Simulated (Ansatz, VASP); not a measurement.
## ZnS in VASP and in Ansatz

```
CELL_PARAMETERS angstrom
0.00000 2.68650 2.68650
2.68650 0.00000 2.68650
2.68650 2.68650 0.00000
ATOMIC_POSITIONS crystal
Zn 0.00000 0.00000 0.00000
S 0.75000 0.75000 0.75000
```

Change from the starting cell: volume scaled by 0.98.

Alike in both runs: task single point; functional PBEsol; k mesh 9 × 9 × 9; occupations fermi-dirac, width 0.01 eV; no spin polarisation.

|  | VASP | Ansatz |
| --- | --- | --- |
| version | VASP 6.6.1 | Ansatz 0.2.0 |
| potentials or method | VASP PAW PBE potentials, release 64 (Zn, S), cutoff 520 eV | all-electron LAPW, scalar-relativistic |

VASP gave:

| Item | Value |
| --- | --- |
| gap on the k mesh at the Fermi level (eV) | 2.05 |
| pressure (GPa) | -0.5 |

**Question.** What did Ansatz give for the same quantities?

**Answer.** gap on the k mesh at the Fermi level (eV): 2.05; pressure (GPa): -0.7.

VASP's potentials were made for PBE, not for PBEsol. Ansatz ran all-electron here, and VASP with PAW potentials.
